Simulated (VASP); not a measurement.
# WS (Pm-3m) in VASP: notebook

WS is run at these levels: PBE; tasks: single point.

Program: VASP 6.6.1. These are calculated values, not measurements. Logs are shortened: lines on timing, memory, paths and dates and some standing lists are left out, and cuts for length are marked.

## 1. The cell of the first run

The structure is cubic, space group Pm-3m (No. 221). Conventional cell: a = 3.375 Å, b = 3.375 Å, c = 3.375 Å, α = 90.00°, β = 90.00°, γ = 90.00°. Within 3.8 Å of W (site symmetry m-3m) lie 8 S at 2.92 Å and 6 W at 3.37 Å. S (site symmetry m-3m) has 8 W at 2.92 Å and 6 S at 3.37 Å within 3.8 Å.

## 2. Single point, PBE (volume scaled by 0.94)

The input, INCAR:

```
ALGO = Normal
EDIFF = 1E-6
ENCUT = 520
GGA = PE
ISIF = 2
ISMEAR = -1
LASPH = True
LCHARG = False
LREAL = False
LWAVE = False
NBANDS = 17
NELM = 100
PREC = Accurate
SIGMA = 0.05
```

The input, KPOINTS:

```
k-points
0
Gamma
  8 8 8
```

The input, POSCAR:

```
WS
1.0
    3.3745257176      0.0000000000      0.0000000000
    0.0000000000      3.3745257176      0.0000000000
    0.0000000000      0.0000000000      3.3745257176
W S
1 1
Direct
    0.5000000000      0.5000000000      0.5000000000
    0.0000000000      0.0000000000      0.0000000000
```

Potentials or basis: VASP PAW PBE potentials, release 64 (W_sv, S).

On the command line:

```
$ cat potpaw_PBE.64/W_sv/POTCAR potpaw_PBE.64/S/POTCAR > POTCAR
$ mpirun -np 1 vasp_std > vasp.out
```

OUTCAR:

```text
EDIFF = 1E-6
   ENCUT = 520
   GGA = PE
   ISIF = 2
   ISMEAR = -1
   LASPH = True
   LREAL = False
   NELM = 100
   PREC = Accurate

 ion  position               nearest neighbor table
   1  0.500  0.500  0.500-   2 2.92   2 2.92   2 2.92   2 2.92   2 2.92   2 2.92   2 2.92   2 2.92

   2  0.000  0.000  0.000-   1 2.92   1 2.92   1 2.92   1 2.92   1 2.92   1 2.92   1 2.92   1 2.92

  LATTYP: Found a simple cubic cell.
 ALAT       =     3.3745257176

  Lattice vectors:

 A1 = (   3.3745257176,   0.0000000000,   0.0000000000)
 A2 = (   0.0000000000,   3.3745257176,   0.0000000000)
 A3 = (   0.0000000000,   0.0000000000,   3.3745257176)

Analysis of symmetry for initial positions (statically):
=====================================================================
 Subroutine PRICEL returns:
 Original cell was already a primitive cell.

 Routine SETGRP: Setting up the symmetry group for a
 simple cubic supercell.

 Subroutine GETGRP returns: Found 48 space group operations
 (whereof 48 operations were pure point group operations)
 out of a pool of 48 trial point group operations.

The static configuration has the point symmetry O_h .

Analysis of symmetry for dynamics (positions and initial velocities):
=====================================================================
 Subroutine PRICEL returns:
 Original cell was already a primitive cell.

 Routine SETGRP: Setting up the symmetry group for a
 simple cubic supercell.

 Subroutine GETGRP returns: Found 48 space group operations
 (whereof 48 operations were pure point group operations)
 out of a pool of 48 trial point group operations.

The dynamic configuration has the point symmetry O_h .

 Subroutine INISYM returns: Found 48 space group operations
 (whereof 48 operations are pure point group operations),
 and found     1 'primitive' translations

----------------------------------------------------------------------------------------

                                     Primitive cell

  volume of cell :      38.4272

  direct lattice vectors                    reciprocal lattice vectors
     3.374525718  0.000000000  0.000000000     0.296337940  0.000000000  0.000000000
     0.000000000  3.374525718  0.000000000     0.000000000  0.296337940  0.000000000
     0.000000000  0.000000000  3.374525718     0.000000000  0.000000000  0.296337940

  length of vectors
     3.374525718  3.374525718  3.374525718     0.296337940  0.296337940  0.296337940

  position of ions in fractional coordinates (direct lattice)
     0.500000000  0.500000000  0.500000000
     0.000000000  0.000000000  0.000000000

  ion indices of the primitive-cell ions
   primitive index   ion index
                 1           1
                 2           2

----------------------------------------------------------------------------------------

 KPOINTS: k-points

Automatic generation of k-mesh.
 Grid dimensions read from file:
 generate k-points for:    8    8    8

 Generating k-lattice:

  Cartesian coordinates                     Fractional coordinates (reciprocal lattice)
     0.037042243  0.000000000  0.000000000     0.125000000  0.000000000  0.000000000
     0.000000000  0.037042243  0.000000000     0.000000000  0.125000000  0.000000000
     0.000000000  0.000000000  0.037042243     0.000000000  0.000000000  0.125000000

  Length of vectors
     0.037042243  0.037042243  0.037042243

  Shift w.r.t. Gamma in fractional coordinates (k-lattice)
     0.000000000  0.000000000  0.000000000

 Subroutine IBZKPT returns following result:
 ===========================================

 Found     35 irreducible k-points:

 Following reciprocal coordinates:
            Coordinates               Weight
  0.000000  0.000000  0.000000      1.000000
  0.125000  0.000000  0.000000      6.000000
  0.250000  0.000000  0.000000      6.000000
  0.375000  0.000000  0.000000      6.000000
  0.500000  0.000000  0.000000      3.000000
  0.125000  0.125000  0.000000     12.000000
[... 16 lines left out ...]
  0.375000  0.375000  0.125000     24.000000
  0.500000  0.375000  0.125000     24.000000
 [... further k-points ...]
   k-points           NKPTS =     35   k-points in BZ     NKDIM =     35   number of bands    NBANDS=     17
   number of dos      NEDOS =    301   number of ions     NIONS =      2
   total plane-waves  NPLWV =  21952
   dimension x,y,z NGX =    28 NGY =   28 NGZ =   28
   dimension x,y,z NGXF=    56 NGYF=   56 NGZF=   56
   ions per type =               1   1
   NGX,Y,Z   is equivalent  to a cutoff of  13.79, 13.79, 13.79 a.u.
   NGXF,Y,Z  is equivalent  to a cutoff of  27.59, 27.59, 27.59 a.u.
 SYSTEM =  unknown system
   PREC   = accura    normal or accurate (medium, high low for compatibility)
   ISTART =      0    job   : 0-new  1-cont  2-samecut
   ICHARG =      2    charge: 1-file 2-atom 10-const
   ISPIN  =      1    spin polarized calculation?
   LNONCOLLINEAR =      F non collinear calculations
   LSORBIT =      F    spin-orbit coupling
   LASPH  =      T    aspherical Exc in radial PAW
   ENCUT  =  520.0 eV  38.22 Ry    6.18 a.u.   6.27  6.27  6.27*2*pi/ulx,y,z
   NELM   =    100;   NELMIN=  2; NELMDL= -5     # of ELM steps
   EDIFF  = 0.1E-05   stopping-criterion for ELM
   LREAL  =      F    real-space projection
   EDIFFG = 0.1E-04   stopping-criterion for IOM
   NSW    =      0    number of steps for IOM
   IBRION =     -1    ionic relax: 0-MD 1-quasi-New 2-CG
   NFREE  =      0    steps in history (QN), initial steepest desc. (CG)
   ISIF   =      2    stress and relaxation
   ISYM   =      2    0-nonsym 1-usesym 2-fastsym
   POTIM  = 0.5000    time-step for ionic-motion
   TEBEG  =    0.0;   TEEND  =   0.0 temperature during run
   PSTRESS=    0.0 pullay stress
   NELECT =      20.0000    total number of electrons
   NUPDOWN=      -1.0000    fix difference up-down
   EMIN   =  10.00;   EMAX   =-10.00  energy-range for DOS
   EFERMI =   0.00;   METHOD = LEGACY
   ISMEAR =    -1;   SIGMA  =   0.05  broadening in eV -4-tet -1-fermi 0-gaus
   EFERMI_NEDOS =   21; number of points for ismear=-14 and -15
   IALGO  =     38    algorithm
   IMIX   =      4    mixing-type and parameters
     AMIX     =   0.40;   BMIX     =  1.00
     AMIX_MAG =   1.60;   BMIX_MAG =  1.00
  volume/ion in A,a.u.               =      19.21       129.66
  Fermi-wavevector in a.u.,A,eV,Ry     =   1.316857  2.488500 23.594046  1.734113
  Thomas-Fermi vector in A             =   2.446940
   LORBIT       =      0    0 simple, 1 ext, 2 COOP (PROOUT), +10 PAW based schemes
   GGA     = PE    functional components
   LHFCALC =     F    Hartree Fock is set to
   AEXX    =    0.0000 exact exchange contribution
   IVDW    =     0    specifies the selected vdW correction
   LEPSILON=     F    determine dielectric tensor
   LRPA    =     F    only Hartree local field effects (RPA)
 non-spin polarized calculation
  energy-cutoff  :      520.00
  volume of cell :       38.43
 maximum number of plane-waves:      1064
 NGX is ok and might be reduce to    28
   NGX = 13   NGY = 13   NGZ = 13

 number of electron      19.9999996 magnetization

 Free energy of the ion-electron system (eV)
  ---------------------------------------------------
  ext. energy  EPLUGINS =         0.00000000
  ---------------------------------------------------
  free energy    TOTEN  =       -14.85411909 eV

  energy without entropy =      -14.82852730  energy(sigma->0) =      -14.84132319

 E-fermi :   7.8203     XC(G=0): -11.4503

 val. band max:        7.8099795233   @ k =   0.3750   0.2500   0.0000
 cond. band min:       7.8595759563   @ k =   0.3750   0.1250   0.1250
 fundamental gap:      0.0495964330
 Fermi energy:         7.8202536144

 k-point     1 :       0.0000    0.0000    0.0000
  band No.  band energies     occupation
      1     -67.0321      2.00000
      2     -31.0864      2.00000
      3     -31.0864      2.00000
      4     -31.0864      2.00000
      5      -7.0930      2.00000
      6       5.1054      2.00000
[... 9 lines left out ...]
     16      16.5113      0.00000
     17      21.7565      0.00000

 k-point     2 :       0.1250    0.0000    0.0000
  band No.  band energies     occupation
      1     -67.0317      2.00000
      2     -31.1018      2.00000
      3     -31.0851      2.00000
      4     -31.0851      2.00000
      5      -6.9572      2.00000
      6       3.6863      2.00000
[... 9 lines left out ...]
     16      16.8270      0.00000
     17      19.6733      0.00000

 k-point     3 :       0.2500    0.0000    0.0000
  band No.  band energies     occupation
      1     -67.0306      2.00000
      2     -31.1388      2.00000
      3     -31.0820      2.00000
      4     -31.0820      2.00000
      5      -6.5940      2.00000
      6       1.9534      2.00000
[... 9 lines left out ...]
     16      16.7789      0.00000
     17      17.5630      0.00000

 k-point     4 :       0.3750    0.0000    0.0000
  band No.  band energies     occupation
      1     -67.0294      2.00000
      2     -31.1755      2.00000
      3     -31.0789      2.00000
      4     -31.0789      2.00000
      5      -6.1596      2.00000
      6       0.6357      2.00000
[... 9 lines left out ...]
     16      14.7944      0.00000
     17      15.9972      0.00000
[... 343 lines left out ...]
      1     -67.0270      2.00000
      2     -31.1829      2.00000
      3     -31.1268      2.00000
      4     -31.0881      2.00000
      5      -5.6887      2.00000
      6       1.1326      2.00000
[... 9 lines left out ...]
     16      15.5285      0.00000
     17      16.3194      0.00000

 k-point    23 :       0.3750    0.3750    0.1250
  band No.  band energies     occupation
      1     -67.0264      2.00000
      2     -31.1644      2.00000
      3     -31.1635      2.00000
      4     -31.0862      2.00000
      5      -5.6196      2.00000
      6       1.9404      2.00000
[... 9 lines left out ...]
     16      16.0609      0.00000
     17      17.5441      0.00000

 k-point    24 :       0.5000    0.3750    0.1250
  band No.  band energies     occupation
      1     -67.0259      2.00000
      2     -31.1786      2.00000
      3     -31.1622      2.00000
      4     -31.0850      2.00000
      5      -5.5276      2.00000
      6       1.8747      2.00000
[... 9 lines left out ...]
     16      15.6495      0.00000
     17      17.8849      0.00000

 [... further k-points ...]
[... 5 lines left out ...]
  --------------------------------------------------------------------------------------
  -------------------------------------------------------------------------------------
  Total       -8.4757466     -8.4757466     -8.4757466     -0.0000000     -0.0000000      0.0000000
  in kB     -353.3867987   -353.3867987   -353.3867987     -0.0000000     -0.0000000      0.0000000
  external PRESSURE =    -353.3867987 kB  Pullay stress =       0.0000000 kB

 VOLUME and BASIS-vectors are now :
 -----------------------------------------------------------------------------
  energy-cutoff  :      520.00
  volume of cell :       38.43
      direct lattice vectors                 reciprocal lattice vectors
     3.374525718  0.000000000  0.000000000     0.296337940  0.000000000  0.000000000
     0.000000000  3.374525718  0.000000000     0.000000000  0.296337940  0.000000000
     0.000000000  0.000000000  3.374525718     0.000000000  0.000000000  0.296337940

 POSITION                                       TOTAL-FORCE (eV/Angst)
 -----------------------------------------------------------------------------------
      1.68726      1.68726      1.68726         0.000000      0.000000      0.000000
      0.00000      0.00000      0.00000         0.000000      0.000000      0.000000
 -----------------------------------------------------------------------------------
    total drift:                                0.000000      0.000000      0.000000

  FREE ENERGIE OF THE ION-ELECTRON SYSTEM (eV)
  ---------------------------------------------------
  free  energy   TOTEN  =       -14.8541190894 eV

  energy  without entropy=      -14.8285272967  energy(sigma->0) =      -14.84132319
```

It took 7.9 s on 1 thread of Intel Xeon 6975P-C (Granite Rapids), shared host; peak memory 0.16 GiB.

What came out:

```
Free energy            : -14.8541 eV
Pressure               : -35.3 GPa
Band gap on the k mesh : zero (band 10 reaches 9.93 eV, above the bottom of band 11 at 7.20 eV)
```

Caveat: spin-orbit coupling is left out, which moves the levels of the heavy elements.

## 3. Single point, PBE (volume scaled by 0.96)

The input, INCAR:

```
SYSTEM = WS
PREC = Accurate
ENCUT = 520
EDIFF = 1E-7
ISMEAR = -1
SIGMA = 0.05
LREAL = .FALSE.
LASPH = .TRUE.
NELM = 60
ALGO = Normal
ISIF = 2
LWAVE = .FALSE.
LCHARG = .FALSE.
GGA = PE
NBANDS = 17
```

The input, KPOINTS:

```
Automatic mesh
0
G
  8 8 8
  0 0 0
```

The input, POSCAR:

```
WS
1.0
    3.3982907662      0.0000000000      0.0000000000
    0.0000000000      3.3982907662      0.0000000000
    0.0000000000      0.0000000000      3.3982907662
W S
1 1
Direct
    0.5000000000      0.5000000000      0.5000000000
    0.0000000000      0.0000000000      0.0000000000
```

Potentials or basis: VASP PAW PBE potentials, release 64 (W_sv, S).

On the command line:

```
$ cat potpaw_PBE.64/W_sv/POTCAR potpaw_PBE.64/S/POTCAR > POTCAR
$ mpirun -np 1 vasp_std > vasp.out
```

OUTCAR:

```text
SYSTEM = WS
   PREC = Accurate
   ENCUT = 520
   EDIFF = 1E-7
   ISMEAR = -1
   LREAL = .FALSE.
   LASPH = .TRUE.
   NELM = 60
   ISIF = 2
   GGA = PE

 ion  position               nearest neighbor table
   1  0.500  0.500  0.500-   2 2.94   2 2.94   2 2.94   2 2.94   2 2.94   2 2.94   2 2.94   2 2.94

   2  0.000  0.000  0.000-   1 2.94   1 2.94   1 2.94   1 2.94   1 2.94   1 2.94   1 2.94   1 2.94

  LATTYP: Found a simple cubic cell.
 ALAT       =     3.3982907662

  Lattice vectors:

 A1 = (   3.3982907662,   0.0000000000,   0.0000000000)
 A2 = (   0.0000000000,   3.3982907662,   0.0000000000)
 A3 = (   0.0000000000,   0.0000000000,   3.3982907662)

Analysis of symmetry for initial positions (statically):
=====================================================================
 Subroutine PRICEL returns:
 Original cell was already a primitive cell.

 Routine SETGRP: Setting up the symmetry group for a
 simple cubic supercell.

 Subroutine GETGRP returns: Found 48 space group operations
 (whereof 48 operations were pure point group operations)
 out of a pool of 48 trial point group operations.

The static configuration has the point symmetry O_h .

Analysis of symmetry for dynamics (positions and initial velocities):
=====================================================================
 Subroutine PRICEL returns:
 Original cell was already a primitive cell.

 Routine SETGRP: Setting up the symmetry group for a
 simple cubic supercell.

 Subroutine GETGRP returns: Found 48 space group operations
 (whereof 48 operations were pure point group operations)
 out of a pool of 48 trial point group operations.

The dynamic configuration has the point symmetry O_h .

 Subroutine INISYM returns: Found 48 space group operations
 (whereof 48 operations are pure point group operations),
[... 105 lines left out ...]
   TEBEG  =    0.0;   TEEND  =   0.0 temperature during run
   PSTRESS=    0.0 pullay stress
   NELECT =      20.0000    total number of electrons
   NUPDOWN=      -1.0000    fix difference up-down
   EMIN   =  10.00;   EMAX   =-10.00  energy-range for DOS
   EFERMI =   0.00;   METHOD = LEGACY
   ISMEAR =    -1;   SIGMA  =   0.05  broadening in eV -4-tet -1-fermi 0-gaus
   EFERMI_NEDOS =   21; number of points for ismear=-14 and -15
   IALGO  =     38    algorithm
   IMIX   =      4    mixing-type and parameters
     AMIX     =   0.40;   BMIX     =  1.00
     AMIX_MAG =   1.60;   BMIX_MAG =  1.00
  volume/ion in A,a.u.               =      19.62       132.42
  Fermi-wavevector in a.u.,A,eV,Ry     =   1.307648  2.471097 23.265202  1.709944
  Thomas-Fermi vector in A             =   2.438369
   LORBIT       =      0    0 simple, 1 ext, 2 COOP (PROOUT), +10 PAW based schemes
   GGA     = PE    functional components
   LHFCALC =     F    Hartree Fock is set to
   AEXX    =    0.0000 exact exchange contribution
   IVDW    =     0    specifies the selected vdW correction
   LEPSILON=     F    determine dielectric tensor
   LRPA    =     F    only Hartree local field effects (RPA)
 non-spin polarized calculation
  energy-cutoff  :      520.00
  volume of cell :       39.24
 maximum number of plane-waves:      1074
 NGX is ok and might be reduce to    28
   NGX = 13   NGY = 13   NGZ = 13

 number of electron      20.0000000 magnetization

 Free energy of the ion-electron system (eV)
  ---------------------------------------------------
  ext. energy  EPLUGINS =         0.00000000
  ---------------------------------------------------
  free energy    TOTEN  =       -14.67367714 eV

  energy without entropy =      -14.64677953  energy(sigma->0) =      -14.66022833

 E-fermi :   7.5590     XC(G=0): -11.3454

 val. band max:        7.5587363373   @ k =   0.3750   0.2500   0.0000
 cond. band min:       7.5753946138   @ k =   0.3750   0.3750   0.0000
 fundamental gap:      0.0166582765
 Fermi energy:         7.5590251677

 k-point     1 :       0.0000    0.0000    0.0000
  band No.  band energies     occupation
      1     -67.3083      2.00000
      2     -31.3616      2.00000
      3     -31.3616      2.00000
      4     -31.3616      2.00000
      5      -7.2083      2.00000
      6       4.9368      2.00000
[... 457 lines left out ...]
      4     -31.3604      2.00000
      5      -5.7054      2.00000
      6       1.7367      2.00000
[... 9 lines left out ...]
     16      15.2525      0.00000
     17      17.5673      0.00000

 [... further k-points ...]
[... 5 lines left out ...]
  --------------------------------------------------------------------------------------
  -------------------------------------------------------------------------------------
  Total       -8.6999451     -8.6999451     -8.6999451      0.0000000      0.0000000     -0.0000000
  in kB     -355.1775345   -355.1775345   -355.1775345      0.0000000      0.0000000     -0.0000000
  external PRESSURE =    -355.1775345 kB  Pullay stress =       0.0000000 kB

 VOLUME and BASIS-vectors are now :
 -----------------------------------------------------------------------------
  energy-cutoff  :      520.00
  volume of cell :       39.24
      direct lattice vectors                 reciprocal lattice vectors
     3.398290766  0.000000000  0.000000000     0.294265579  0.000000000  0.000000000
     0.000000000  3.398290766  0.000000000     0.000000000  0.294265579  0.000000000
     0.000000000  0.000000000  3.398290766     0.000000000  0.000000000  0.294265579

 POSITION                                       TOTAL-FORCE (eV/Angst)
 -----------------------------------------------------------------------------------
      1.69915      1.69915      1.69915         0.000000      0.000000      0.000000
      0.00000      0.00000      0.00000         0.000000      0.000000      0.000000
 -----------------------------------------------------------------------------------
    total drift:                                0.000000      0.000000      0.000000

  FREE ENERGIE OF THE ION-ELECTRON SYSTEM (eV)
  ---------------------------------------------------
  free  energy   TOTEN  =       -14.6736771372 eV

  energy  without entropy=      -14.6467795253  energy(sigma->0) =      -14.66022833
```

It took 9 s on 1 thread of Intel Xeon 6975P-C (Granite Rapids), shared host; peak memory 0.16 GiB.

Results:

```yaml
Free_energy: -14.6737 eV
Pressure: -35.5 GPa
Band_gap_on_the_k_mesh: zero (band 10 reaches 9.59 eV, above the bottom of band 11 at 6.83 eV)
```

Levels at points of the mesh, in eV from the Fermi level:
| k point | band 8 | band 9 | band 10 | band 11 | band 12 | band 13 |
| --- | --- | --- | --- | --- | --- | --- |
| (0.00, 0.00, 0.00) | -2.43 | -2.43 | -2.43 | -0.73 | 0.70 | 0.70 |
| (0.50, 0.00, 0.00) | -3.33 | -1.95 | 0.99 | 1.43 | 2.45 | 2.45 |
| (0.50, 0.50, 0.00) | -2.97 | -1.52 | -0.53 | -0.53 | -0.30 | 1.95 |
| (0.50, 0.50, 0.50) | -6.00 | 2.03 | 2.03 | 2.35 | 2.35 | 2.35 |

Caveat: spin-orbit coupling is left out, which moves the levels of the heavy elements.

(Part 1 of 2 ends here.)
